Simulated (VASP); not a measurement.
# AlCr2C (w002) (P6_3/mmc) in VASP: density of states with PBE

Aim: the density of states of AlCr2C (w002) with PBE.

Everything below comes from runs of VASP 6.6.1. Logs are shortened: lines on timing, memory, paths and dates and some standing lists are left out, and cuts for length are marked.

**1. The cell of the first run**

Symmetry: P6_3/mmc, No. 194, hexagonal system. Conventional cell: a = 2.840 Å, b = 2.840 Å, c = 12.705 Å, α = 90.00°, β = 90.00°, γ = 120.00°. Within 3.5 Å of Al (site symmetry -6m2) lie 6 Cr at 2.67 Å and 6 Al at 2.84 Å. Cr (site symmetry 3m) has 3 C at 1.96 Å within 2.6 Å. Within 2.6 Å of C (site symmetry -3m) lie 6 Cr at 1.96 Å.

**2. Density of states, PBE**

Input file POSCAR:

```
AlCr2C
1.0
    2.8397221178      0.0000000000      0.0000000000
   -1.4198610589      2.4592714937      0.0000000000
    0.0000000000      0.0000000000     12.7052181862
Al Cr C
2 4 2
Direct
    0.6666666667      0.3333333333      0.2500000000
    0.3333333333      0.6666666667      0.7500000000
    0.3333333333      0.6666666667      0.4157071480
    0.6666666667      0.3333333333      0.9157071480
    0.6666666667      0.3333333333      0.5842928520
    0.3333333333      0.6666666667      0.0842928520
    0.0000000000      0.0000000000      0.5000000000
    0.0000000000      0.0000000000      0.0000000000
```

Input file INCAR.step1:

```
PREC     = Accurate       # precision mode
ENCUT    = 520            # plane-wave cutoff, eV
EDIFF    = 1E-7           # SCF threshold, eV
ISMEAR   = 0              # smearing method
SIGMA    = 0.03           # smearing width, eV
LREAL    = False          # projectors in reciprocal space
LASPH    = True           # aspherical terms in the spheres
NELM     = 100            # most SCF steps
ALGO     = Normal         # electronic algorithm
ISIF     = 2              # what is computed and relaxed
LWAVE    = False          # write WAVECAR
LCHARG   = True           # write CHGCAR
LMAXMIX  = 4              # l up to which the mixer works
GGA      = PE             # functional
NBANDS   = 41             # bands
```

Input file KPOINTS.step1:

```
regular mesh
0
Gamma
  21 21 4
```

Input file INCAR.step2:

```
PREC     = Accurate       # precision mode
ENCUT    = 520            # plane-wave cutoff, eV
EDIFF    = 1E-7           # SCF threshold, eV
ISMEAR   = -5             # smearing method
SIGMA    = 0.03           # smearing width, eV
LREAL    = False          # projectors in reciprocal space
LASPH    = True           # aspherical terms in the spheres
NELM     = 100            # most SCF steps
ALGO     = Normal         # electronic algorithm
ISIF     = 2              # what is computed and relaxed
LWAVE    = False          # write WAVECAR
LCHARG   = False          # write CHGCAR
LMAXMIX  = 4              # l up to which the mixer works
GGA      = PE             # functional
LORBIT   = 11             # projections on sites
NEDOS    = 1001           # points of the DOS
ICHARG   = 11             # starting density
```

Input file KPOINTS.step2:

```
regular mesh
0
Gamma
  32 32 6
```

Potentials or basis: VASP PAW PBE potentials, release 64 (Al, Cr_pv, C).

The run is started by

```bash
$ cat potpaw_PBE.64/Al/POTCAR potpaw_PBE.64/Cr_pv/POTCAR potpaw_PBE.64/C/POTCAR > POTCAR
$ cp INCAR.step1 INCAR
$ cp KPOINTS.step1 KPOINTS
$ mpirun -np 1 vasp_std > vasp.out
$ cp INCAR.step2 INCAR
$ cp KPOINTS.step2 KPOINTS
$ mpirun -np 1 vasp_std > vasp.out
```

OUTCAR:

```text
PREC = Accurate
   ENCUT = 520
   EDIFF = 1E-7
   ISMEAR = -5
   LREAL = False
   LASPH = True
   NELM = 100
   ISIF = 2
   GGA = PE
   LORBIT = 11
   ICHARG = 11

 ion  position               nearest neighbor table
   1  0.667  0.333  0.250-   3 2.67   6 2.67   3 2.67   6 2.67   3 2.67   6 2.67
   2  0.333  0.667  0.750-   4 2.67   5 2.67   4 2.67   5 2.67   4 2.67   5 2.67
   3  0.333  0.667  0.416-   7 1.96   7 1.96   7 1.96   1 2.67   1 2.67   1 2.67   5 2.70   5 2.70
                             5 2.70
   4  0.667  0.333  0.916-   8 1.96   8 1.96   8 1.96   2 2.67   2 2.67   2 2.67   6 2.70   6 2.70
                             6 2.70
   5  0.667  0.333  0.584-   7 1.96   7 1.96   7 1.96   2 2.67   2 2.67   2 2.67   3 2.70   3 2.70
                             3 2.70
   6  0.333  0.667  0.084-   8 1.96   8 1.96   8 1.96   1 2.67   1 2.67   1 2.67   4 2.70   4 2.70
                             4 2.70
   7  0.000  0.000  0.500-   3 1.96   5 1.96   3 1.96   5 1.96   5 1.96   3 1.96
   8  0.000  0.000  0.000-   4 1.96   6 1.96   6 1.96   4 1.96   4 1.96   6 1.96

  LATTYP: Found a hexagonal cell.
 ALAT       =     2.8397221178
 C/A-ratio  =     4.4741061481

  Lattice vectors:

 A1 = (   2.8397221178,   0.0000000000,   0.0000000000)
 A2 = (  -1.4198610589,   2.4592714937,   0.0000000000)
 A3 = (   0.0000000000,   0.0000000000,  12.7052181862)

Analysis of symmetry for initial positions (statically):
=====================================================================
 Subroutine PRICEL returns:
 Original cell was already a primitive cell.

 Routine SETGRP: Setting up the symmetry group for a
 hexagonal supercell.

 Subroutine GETGRP returns: Found 24 space group operations
 (whereof 12 operations were pure point group operations)
 out of a pool of 24 trial point group operations.

The static configuration has the point symmetry D_3d.
 The point group associated with its full space group is D_6h.

Analysis of symmetry for dynamics (positions and initial velocities):
=====================================================================
 Subroutine PRICEL returns:
 Original cell was already a primitive cell.

 Routine SETGRP: Setting up the symmetry group for a
 hexagonal supercell.

 Subroutine GETGRP returns: Found 24 space group operations
 (whereof 12 operations were pure point group operations)
 out of a pool of 24 trial point group operations.

The dynamic configuration has the point symmetry D_3d.
 The point group associated with its full space group is D_6h.

 Subroutine INISYM returns: Found 24 space group operations
 (whereof 12 operations are pure point group operations),
 and found     1 'primitive' translations

----------------------------------------------------------------------------------------

                                     Primitive cell

  volume of cell :      88.7288

  direct lattice vectors                    reciprocal lattice vectors
     2.839722118  0.000000000  0.000000000     0.352147132  0.203312242  0.000000000
    -1.419861059  2.459271494  0.000000000     0.000000000  0.406624483  0.000000000
     0.000000000  0.000000000 12.705218186     0.000000000  0.000000000  0.078707818

  length of vectors
     2.839722118  2.839722118 12.705218186     0.406624483  0.406624483  0.078707818

  position of ions in fractional coordinates (direct lattice)
     0.666666667  0.333333333  0.250000000
     0.333333333  0.666666667  0.750000000
     0.333333333  0.666666667  0.415707148
     0.666666667  0.333333333  0.915707148
     0.666666667  0.333333333  0.584292852
     0.333333333  0.666666667  0.084292852
     0.000000000  0.000000000  0.500000000
     0.000000000  0.000000000  0.000000000

  ion indices of the primitive-cell ions
   primitive index   ion index
                 1           1
                 2           2
                 3           3
                 4           4
                 5           5
                 6           6
                 7           7
                 8           8

----------------------------------------------------------------------------------------

 KPOINTS: regular mesh

Automatic generation of k-mesh.
 Grid dimensions read from file:
 generate k-points for:   32   32    6

 Generating k-lattice:

  Cartesian coordinates                     Fractional coordinates (reciprocal lattice)
     0.011004598  0.006353508  0.000000000     0.031250000  0.000000000  0.000000000
     0.000000000  0.012707015  0.000000000     0.000000000  0.031250000  0.000000000
     0.000000000  0.000000000  0.013117970     0.000000000  0.000000000  0.166666667

  Length of vectors
     0.012707015  0.012707015  0.013117970

  Shift w.r.t. Gamma in fractional coordinates (k-lattice)
     0.000000000  0.000000000  0.000000000

 TETIRR: Found   6240 inequivalent tetrahedra from    36864

 Subroutine IBZKPT returns following result:
 ===========================================

 Found    408 irreducible k-points:

 Following reciprocal coordinates:
            Coordinates               Weight
  0.000000  0.000000  0.000000      1.000000
  0.031250  0.000000  0.000000      6.000000
  0.062500  0.000000  0.000000      6.000000
  0.093750 -0.000000  0.000000      6.000000
  0.125000  0.000000  0.000000      6.000000
  0.156250  0.000000  0.000000      6.000000
[... 16 lines left out ...]
  0.187500  0.031250  0.000000     12.000000
  0.218750  0.031250  0.000000     12.000000
 [... further k-points ...]
   k-points           NKPTS =    408   k-points in BZ     NKDIM =    408   number of bands    NBANDS=     37
   number of dos      NEDOS =   1001   number of ions     NIONS =      8
   total plane-waves  NPLWV =  55296
   dimension x,y,z NGX =    24 NGY =   24 NGZ =   96
   dimension x,y,z NGXF=    48 NGYF=   48 NGZF=  192
   ions per type =               2   4   2
   NGX,Y,Z   is equivalent  to a cutoff of  14.05, 14.05, 12.56 a.u.
   NGXF,Y,Z  is equivalent  to a cutoff of  28.10, 28.10, 25.12 a.u.
 SYSTEM =  unknown system
   PREC   = accura    normal or accurate (medium, high low for compatibility)
   ISTART =      0    job   : 0-new  1-cont  2-samecut
   ICHARG =     11    charge: 1-file 2-atom 10-const
   ISPIN  =      1    spin polarized calculation?
   LNONCOLLINEAR =      F non collinear calculations
   LSORBIT =      F    spin-orbit coupling
   LASPH  =      T    aspherical Exc in radial PAW
   ENCUT  =  520.0 eV  38.22 Ry    6.18 a.u.   5.28  5.28 23.62*2*pi/ulx,y,z
   NELM   =    100;   NELMIN=  2; NELMDL=  0     # of ELM steps
   EDIFF  = 0.1E-06   stopping-criterion for ELM
   LREAL  =      F    real-space projection
   EDIFFG = 0.1E-05   stopping-criterion for IOM
   NSW    =      0    number of steps for IOM
   IBRION =     -1    ionic relax: 0-MD 1-quasi-New 2-CG
   NFREE  =      0    steps in history (QN), initial steepest desc. (CG)
   ISIF   =      2    stress and relaxation
   ISYM   =      2    0-nonsym 1-usesym 2-fastsym
   POTIM  = 0.5000    time-step for ionic-motion
   TEBEG  =    0.0;   TEEND  =   0.0 temperature during run
   PSTRESS=    0.0 pullay stress
   NELECT =      62.0000    total number of electrons
   NUPDOWN=      -1.0000    fix difference up-down
   EMIN   =  10.00;   EMAX   =-10.00  energy-range for DOS
   EFERMI =   0.00;   METHOD = LEGACY
   ISMEAR =    -5;   SIGMA  =   0.03  broadening in eV -4-tet -1-fermi 0-gaus
   EFERMI_NEDOS =   21; number of points for ismear=-14 and -15
   IALGO  =     38    algorithm
   IMIX   =      4    mixing-type and parameters
     AMIX     =   0.40;   BMIX     =  1.00
     AMIX_MAG =   1.60;   BMIX_MAG =  1.00
  volume/ion in A,a.u.               =      11.09        74.85
  Fermi-wavevector in a.u.,A,eV,Ry     =   1.452727  2.745255 28.713937  2.110415
  Thomas-Fermi vector in A             =   2.570075
   LORBIT       =     11    0 simple, 1 ext, 2 COOP (PROOUT), +10 PAW based schemes
   GGA     = PE    functional components
   LHFCALC =     F    Hartree Fock is set to
   AEXX    =    0.0000 exact exchange contribution
   IVDW    =     0    specifies the selected vdW correction
   LEPSILON=     F    determine dielectric tensor
   LRPA    =     F    only Hartree local field effects (RPA)
 non-spin polarized calculation
 Fermi weights with tetrahedron method with Bloechl corrections
  energy-cutoff  :      520.00
  volume of cell :       88.73
 maximum number of plane-waves:      2412
 NGX is ok and might be reduce to    24

 number of electron      61.9999994 magnetization

 Free energy of the ion-electron system (eV)
  ---------------------------------------------------
  ext. energy  EPLUGINS =         0.00000000
  ---------------------------------------------------
  free energy    TOTEN  =       -65.48984053 eV

  energy without entropy =      -65.48984053  energy(sigma->0) =      -65.48984053

 E-fermi :   9.9482     XC(G=0): -12.4595

 val. band max:        9.9624991694   @ k =   0.1875   0.0937   0.0000
 cond. band min:       9.9253660405   @ k =   0.3437   0.0000   0.3333
 fundamental gap:     -0.0371331289
 Fermi energy:         9.9482399283

 k-point     1 :       0.0000    0.0000    0.0000
  band No.  band energies     occupation
      1     -33.4567      2.00000
      2     -33.4553      2.00000
      3     -33.2514      2.00000
      4     -33.2514      2.00000
      5     -33.2514      2.00000
      6     -33.2514      2.00000
[... 29 lines left out ...]
     36      10.5436      0.00000
     37      10.5859      0.00000

 k-point     2 :       0.0312    0.0000    0.0000
  band No.  band energies     occupation
      1     -33.4561      2.00000
      2     -33.4547      2.00000
      3     -33.2547      2.00000
      4     -33.2546      2.00000
      5     -33.2524      2.00000
      6     -33.2524      2.00000
[... 872 lines left out ...]
 k-point    24 :       0.2187    0.0313    0.0000
  band No.  band energies     occupation
      1     -33.4471      2.00000
      2     -33.4465      2.00000
      3     -33.3848      2.00000
      4     -33.3845      2.00000
      5     -33.3016      2.00000
      6     -33.3013      2.00000
[... 29 lines left out ...]
     36      10.7387      0.00000
     37      10.8523      0.00000

 [... further k-points ...]
[... 5 lines left out ...]
  --------------------------------------------------------------------------------------
  -------------------------------------------------------------------------------------
  Total        0.1610640      0.1610640      0.1409563      0.0000000     -0.0000000      0.0000000
  in kB        2.9083353      2.9083353      2.5452506      0.0000000     -0.0000000      0.0000000
  external PRESSURE =       2.7873071 kB  Pullay stress =       0.0000000 kB

 VOLUME and BASIS-vectors are now :
 -----------------------------------------------------------------------------
  energy-cutoff  :      520.00
  volume of cell :       88.73
      direct lattice vectors                 reciprocal lattice vectors
     2.839722118  0.000000000  0.000000000     0.352147132  0.203312242  0.000000000
    -1.419861059  2.459271494  0.000000000     0.000000000  0.406624483  0.000000000
     0.000000000  0.000000000 12.705218186     0.000000000  0.000000000  0.078707818

 POSITION                                       TOTAL-FORCE (eV/Angst)
 -----------------------------------------------------------------------------------
      1.41986      0.81976      3.17630        -0.000000      0.000000     -0.000000
     -0.00000      1.63951      9.52891        -0.000000     -0.000000     -0.000000
     -0.00000      1.63951      5.28165        -0.000000      0.000000     -0.040184
      1.41986      0.81976     11.63426         0.000000      0.000000     -0.040184
      1.41986      0.81976      7.42357         0.000000     -0.000000      0.040184
     -0.00000      1.63951      1.07096        -0.000000      0.000000      0.040184
      0.00000      0.00000      6.35261        -0.000000      0.000000     -0.000000
      0.00000      0.00000      0.00000        -0.000000      0.000000     -0.000000
 -----------------------------------------------------------------------------------
    total drift:                                0.000000     -0.000000      0.000000

  FREE ENERGIE OF THE ION-ELECTRON SYSTEM (eV)
  ---------------------------------------------------
  free  energy   TOTEN  =       -65.4898405310 eV

  energy  without entropy=      -65.4898405310  energy(sigma->0) =      -65.48984053

 total charge

# of ion       s       p       d       tot
------------------------------------------
    1        0.412   0.396   0.000   0.808
    2        0.412   0.396   0.000   0.808
    3        0.342   6.413   4.370  11.125
    4        0.342   6.413   4.370  11.125
    5        0.342   6.413   4.370  11.125
    6        0.342   6.413   4.370  11.125
    7        0.906   1.575   0.000   2.481
    8        0.906   1.575   0.000   2.481
--------------------------------------------------
tot          4.004  29.594  17.479  51.076
```

It took 23 min on 1 thread of Intel Xeon Platinum 8259CL at 2.50GHz (Skylake/Cascade Lake), shared host; peak memory 1 GiB.

Results:

| Quantity | Value |
| --- | --- |
| Valence electrons inside the program's atomic spheres | Al 0.81; Cr 11.12; C 2.48 |

Caveat: tetrahedron occupations give inexact forces and stress in metals. Spin polarisation is off, so any magnetic state and its effect on volume and gap are missing.
